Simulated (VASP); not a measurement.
# WSe2 (P1) in VASP: single point with PBE+D3(BJ)

Aim: the single point of WSe2 with PBE+D3(BJ).

Everything below comes from runs of VASP 6.6.1. Logs are shortened: lines on timing, memory, paths and dates and some standing lists are left out, and cuts for length are marked.

### Step 1. The cell of the first run

The typed cell holds 6 atoms: a = 3.290 Å, b = 3.290 Å, c = 12.970 Å, α = 90.00°, β = 90.00°, γ = 120.00°.

### Step 2. Single point, PBE+D3(BJ) (atoms moved at random)

INCAR

```
SYSTEM = WSe2
PREC     = Accurate       ! precision mode
ENCUT    = 520            ! plane-wave cutoff, eV
EDIFF    = 1E-6           ! SCF threshold, eV
ISMEAR   = 0              ! smearing method
SIGMA    = 0.05           ! smearing width, eV
LREAL    = .FALSE.        ! projectors in reciprocal space
LASPH    = .TRUE.         ! aspherical terms in the spheres
NELM     = 100            ! most SCF steps
ALGO     = Normal         ! electronic algorithm
ISIF     = 2              ! what is computed and relaxed
LWAVE    = .FALSE.        ! write WAVECAR
LCHARG   = .FALSE.        ! write CHGCAR
GGA      = PE             ! functional
IVDW     = 12             ! dispersion correction
NBANDS   = 35             ! bands
```

KPOINTS

```
regular mesh
0
G
  12 12 2
  0 0 0
```

POSCAR

```
WSe2
1.0
    3.2899984505      0.0000000000      0.0000000000
   -1.6449992252      2.8492222365      0.0000000000
    0.0000000000      0.0000000000     12.9700000000
W Se
2 4
Direct
    0.3256885527      0.6577282839      0.2476554422
    0.6621816310      0.3288040929      0.7496307957
    0.3357055038      0.6810363814      0.6207736904
    0.6717718669      0.3321131856      0.1220242750
    0.3462461088      0.6740006810      0.8796356712
    0.6584063367      0.3263173752      0.3802801255
```

Potentials or basis: VASP PAW PBE potentials, release 64 (W_sv, Se).

The run is started by

```
cat potpaw_PBE.64/W_sv/POTCAR potpaw_PBE.64/Se/POTCAR > POTCAR
mpirun -np 1 vasp_std > vasp.out
```

OUTCAR:

```text
SYSTEM = WSe2
   PREC = Accurate
   ENCUT = 520
   EDIFF = 1E-6
   ISMEAR = 0
   LREAL = .FALSE.
   LASPH = .TRUE.
   NELM = 100
   ISIF = 2
   GGA = PE
   IVDW = 12
 IVDW          = 12

 ion  position               nearest neighbor table
   1  0.326  0.658  0.248-   4 2.48   4 2.51   4 2.52   6 2.56   6 2.56   6 2.57
   2  0.662  0.329  0.750-   3 2.49   5 2.52   5 2.53   3 2.55   3 2.56   5 2.58
   3  0.336  0.681  0.621-   2 2.49   2 2.55   2 2.56
   4  0.672  0.332  0.122-   1 2.48   1 2.51   1 2.52
   5  0.346  0.674  0.880-   2 2.52   2 2.53   2 2.58
   6  0.658  0.326  0.380-   1 2.56   1 2.56   1 2.57

  LATTYP: Found a hexagonal cell.
 ALAT       =     3.2899984505
 C/A-ratio  =     3.9422510968

  Lattice vectors:

 A1 = (   3.2899984505,   0.0000000000,   0.0000000000)
 A2 = (  -1.6449992252,   2.8492222365,   0.0000000000)
 A3 = (   0.0000000000,   0.0000000000,  12.9700000000)

Analysis of symmetry for initial positions (statically):
=====================================================================
 Subroutine PRICEL returns:
 Original cell was already a primitive cell.

 Routine SETGRP: Setting up the symmetry group for a
 hexagonal supercell.

 Subroutine GETGRP returns: Found  1 space group operations
 (whereof  1 operations were pure point group operations)
 out of a pool of 24 trial point group operations.

The static configuration has the point symmetry C_1 .

Analysis of symmetry for dynamics (positions and initial velocities):
=====================================================================
 Subroutine PRICEL returns:
 Original cell was already a primitive cell.

 Routine SETGRP: Setting up the symmetry group for a
 hexagonal supercell.

 Subroutine GETGRP returns: Found  1 space group operations
 (whereof  1 operations were pure point group operations)
 out of a pool of 24 trial point group operations.

The dynamic configuration has the point symmetry C_1 .

 Subroutine INISYM returns: Found  1 space group operations
 (whereof  1 operations are pure point group operations),
 and found     1 'primitive' translations

----------------------------------------------------------------------------------------

                                     Primitive cell

  volume of cell :     121.5800

  direct lattice vectors                    reciprocal lattice vectors
     3.289998451  0.000000000  0.000000000     0.303951511  0.175486487  0.000000000
[... 96 lines left out ...]
   EDIFFG = 0.1E-04   stopping-criterion for IOM
   NSW    =      0    number of steps for IOM
   IBRION =     -1    ionic relax: 0-MD 1-quasi-New 2-CG
   NFREE  =      0    steps in history (QN), initial steepest desc. (CG)
   ISIF   =      2    stress and relaxation
   ISYM   =      2    0-nonsym 1-usesym 2-fastsym
   POTIM  = 0.5000    time-step for ionic-motion
   TEBEG  =    0.0;   TEEND  =   0.0 temperature during run
   PSTRESS=    0.0 pullay stress
   NELECT =      52.0000    total number of electrons
   NUPDOWN=      -1.0000    fix difference up-down
   EMIN   =  10.00;   EMAX   =-10.00  energy-range for DOS
   EFERMI =   0.00;   METHOD = LEGACY
   ISMEAR =     0;   SIGMA  =   0.05  broadening in eV -4-tet -1-fermi 0-gaus
   EFERMI_NEDOS =   21; number of points for ismear=-14 and -15
   IALGO  =     38    algorithm
   IMIX   =      4    mixing-type and parameters
     AMIX     =   0.40;   BMIX     =  1.00
     AMIX_MAG =   1.60;   BMIX_MAG =  1.00
  volume/ion in A,a.u.               =      20.26       136.74
  Fermi-wavevector in a.u.,A,eV,Ry     =   1.233451  2.330885 20.699927  1.521402
  Thomas-Fermi vector in A             =   2.368181
   LORBIT       =      0    0 simple, 1 ext, 2 COOP (PROOUT), +10 PAW based schemes
   GGA     = PE    functional components
   LHFCALC =     F    Hartree Fock is set to
   AEXX    =    0.0000 exact exchange contribution
   IVDW    =    12    specifies the selected vdW correction
   LEPSILON=     F    determine dielectric tensor
   LRPA    =     F    only Hartree local field effects (RPA)
 non-spin polarized calculation
 Gauss-broadening in eV      SIGMA  =   0.05
  energy-cutoff  :      520.00
  volume of cell :      121.58
 maximum number of plane-waves:      3324
   NGX = 13   NGY = 13   NGZ = 49

 number of electron      52.0000001 magnetization

 Free energy of the ion-electron system (eV)
  ---------------------------------------------------
  ext. energy  EPLUGINS =         0.00000000
  ---------------------------------------------------
  free energy    TOTEN  =       -43.06807482 eV

  energy without entropy =      -43.06807482  energy(sigma->0) =      -43.06807482

 E-fermi :   6.5260     XC(G=0): -10.7593

 val. band max:        6.2769627064   @ k =   0.0000   0.0000   0.0000
 cond. band min:       7.2058502947   @ k =  -0.3333   0.1667   0.0000
 fundamental gap:      0.9288875883
 Fermi energy:         6.5260433221

 k-point     1 :       0.0000    0.0000    0.0000
  band No.  band energies     occupation
      1     -68.0643      2.00000
      2     -68.0626      2.00000
      3     -32.3111      2.00000
      4     -32.3084      2.00000
      5     -32.1883      2.00000
      6     -32.1851      2.00000
[... 901 lines left out ...]
     34      10.0761      0.00000
     35      12.8455      0.00000

 [... further k-points ...]

------------------------ aborting loop because EDIFF is reached ----------------------------------------

 Edisp (eV)   -2.79110

 E8    (eV) :    -1.2449

  FORCE on cell =-STRESS in cart. coord.  units (eV):
  Direction    XX          YY          ZZ          XY          YZ          ZX
  --------------------------------------------------------------------------------------
  -------------------------------------------------------------------------------------
  Total      -0.32752     0.09453     0.48576     0.02542     0.59427    -0.06797
  in kB      -4.31607     1.24568     6.40129     0.33496     7.83130    -0.89565
  external pressure =        1.11 kB  Pullay stress =        0.00 kB

 VOLUME and BASIS-vectors are now :
 -----------------------------------------------------------------------------
  energy-cutoff  :      520.00
  volume of cell :      121.58
      direct lattice vectors                 reciprocal lattice vectors
     3.289998451  0.000000000  0.000000000     0.303951511  0.175486487  0.000000000
    -1.644999225  2.849222237  0.000000000     0.000000000  0.350972973  0.000000000
     0.000000000  0.000000000 12.970000000     0.000000000  0.000000000  0.077101002

 POSITION                                       TOTAL-FORCE (eV/Angst)
 -----------------------------------------------------------------------------------
     -0.01045      1.87401      3.21209         0.265930      0.280993      1.334543
      1.63769      0.93684      9.72271         0.261787      0.811785      0.215310
     -0.01583      1.94042      8.05143         0.051973     -0.515746     -0.258236
      1.66380      0.94626      1.58265        -0.297603     -0.222933     -0.903791
      0.03042      1.92038     11.40887        -0.315153     -0.306269      0.047757
      1.62936      0.92975      4.93223         0.033065     -0.047830     -0.435584
 -----------------------------------------------------------------------------------
    total drift:                               -0.000019     -0.000319     -0.000231

  FREE ENERGIE OF THE ION-ELECTRON SYSTEM (eV)
  ---------------------------------------------------
  free  energy   TOTEN  =       -45.8591711376 eV

  energy  without entropy=      -45.8591711376  energy(sigma->0) =      -45.85917114
```

Run time: 4 min. Hardware: 1 thread of Intel Xeon 6975P-C (Granite Rapids), shared host; peak memory 0.6 GiB.

What came out:

| Property | Result |
| --- | --- |
| Free energy | -45.8592 eV |
| Pressure | 0.1 GPa |
| Largest force | 1.389 eV/Å |
| Band gap on the k mesh | 0.93 eV (least direct gap 1.51 eV) |
| Dispersion energy per atom | -0.465 eV |

Forces in eV/Å, atoms in the order of the input:
```
W    0.266  0.281  1.335
W    0.262  0.812  0.215
Se   0.052 -0.516 -0.258
Se  -0.298 -0.223 -0.904
Se  -0.315 -0.306  0.048
Se   0.033 -0.048 -0.436
```

Stress tensor (GPa, compression positive):
```
-0.43  0.03 -0.09
 0.03  0.12  0.78
-0.09  0.78  0.64
```

Levels at points of the mesh, in eV from the valence-band top:
| k point | band 22 | band 23 | band 24 | band 25 | band 26 | band 27 | band 28 | band 29 | band 30 | band 31 |
| --- | --- | --- | --- | --- | --- | --- | --- | --- | --- | --- |
| (0.00, 0.00, 0.00) | -1.44 | -1.34 | -1.21 | -0.97 | 0.00 | 2.42 | 2.52 | 2.58 | 2.68 | 2.83 |
| (0.50, 0.00, 0.00) | -2.41 | -1.46 | -1.37 | -1.27 | -1.07 | 2.11 | 2.17 | 2.28 | 2.64 | 2.92 |
| (0.00, 0.50, 0.00) | -2.40 | -1.50 | -1.34 | -1.29 | -1.08 | 2.10 | 2.15 | 2.31 | 2.63 | 2.97 |
| (0.50, 0.50, 0.00) | -2.43 | -1.51 | -1.34 | -1.28 | -1.02 | 2.12 | 2.16 | 2.29 | 2.64 | 2.92 |
| (0.00, 0.00, 0.50) | -1.59 | -1.44 | -1.33 | -0.28 | -0.16 | 2.41 | 2.51 | 2.60 | 2.72 | 2.82 |
| (0.50, 0.00, 0.50) | -2.49 | -1.39 | -1.38 | -1.23 | -1.15 | 2.11 | 2.16 | 2.49 | 2.50 | 3.22 |
| (0.00, 0.50, 0.50) | -2.54 | -1.43 | -1.33 | -1.22 | -1.19 | 2.11 | 2.13 | 2.49 | 2.51 | 3.28 |
| (0.50, 0.50, 0.50) | -2.53 | -1.45 | -1.37 | -1.20 | -1.10 | 2.13 | 2.14 | 2.49 | 2.51 | 3.24 |

Caveat: the cell differs from its parent crystal (atoms moved at random); spin-orbit coupling is left out, which moves the levels of the heavy elements; forces of over 1 eV/Å act on the atoms, so gaps and moduli don't describe the material at rest. A k mesh can miss the band edges.
